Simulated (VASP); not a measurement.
# TiTe2: single point with PBE

Crystal: TiTe2.

```
CELL_PARAMETERS angstrom
3.77700 0.00000 0.10613
-1.88850 3.27098 -0.05307
0.18259 0.00000 6.49800
ATOMIC_POSITIONS crystal
Ti 0.00000 0.00000 0.00000
Te 0.66667 0.33333 0.26280
Te 0.33333 0.66667 0.73720
```

This cell differs from its parent crystal: strain +0.0562 x Voigt [0, 0, 0, 0, 1, 0].

* Program: VASP 6.6.1
* Task: single point
* Functional: PBE
* Potentials or basis: VASP PAW PBE potentials, release 64 (Ti_sv, Te)
* Cutoff: 520 eV
* k mesh: 12 × 12 × 8
* Occupations: gaussian, width 0.15 eV
* Spin: no spin polarisation
* Dipole correction: no
* Further INCAR settings: ALGO = Normal; EDIFF = 1e-06; NBANDS = 19

The pressure is 1.2 GPa, the largest force is 0.390 eV/Å and the band gap on the k mesh is zero (bands 12 and 13 overlap by 0.76 eV).

Forces in eV/Å, atoms in the order of the input:
```
Ti   0.000  0.000  0.000
Te  -0.379  0.030  0.084
Te   0.379 -0.030 -0.084
```

Stress tensor (GPa, compression positive):
```
 0.95 -1.08 -3.20
-1.08  0.73  0.25
-3.20  0.25  1.91
```

Levels at points of the mesh, in eV from the Fermi level:
```
           k point  band 8  band 9  band 10  band 11  band 12  band 13  band 14  band 15  band 16  band 17
(0.00, 0.00, 0.00)   -1.78   -1.65     0.30     0.35     0.42     0.56     1.02     1.06     2.96     3.10
(0.50, 0.00, 0.00)   -3.77   -2.70    -2.41    -1.87    -1.16     0.07     1.13     1.46     2.27     3.40
(0.50, 0.50, 0.00)   -3.71   -2.70    -2.45    -1.69    -1.16    -0.07     1.10     1.44     2.53     3.23
(0.00, 0.50, 0.00)   -3.71   -2.76    -2.43    -1.78    -1.14     0.00     1.11     1.46     2.39     3.27
(0.00, 0.00, 0.50)   -2.66   -1.68    -1.60     0.32     0.40     0.61     0.83     1.01     3.27     3.64
(0.50, 0.00, 0.50)   -4.62   -2.59    -2.15    -0.73    -0.63    -0.23     1.12     1.46     2.63     3.31
(0.50, 0.50, 0.50)   -4.51   -2.28    -1.97    -1.27    -0.64    -0.34     1.10     1.41     2.53     3.57
(0.00, 0.50, 0.50)   -4.57   -2.43    -2.07    -0.99    -0.64    -0.28     1.11     1.43     2.56     3.47
```

Wall time 5.7 min on 1 thread of Intel(R) Xeon(R) 6975P-C (Granite Rapids), with other jobs on the host, peak memory 0.88 GiB.

Caveat: the cell differs from its parent crystal (strain +0.0562 x Voigt [0, 0, 0, 0, 1, 0]); spin-orbit coupling is left out, which moves the levels of the heavy elements.
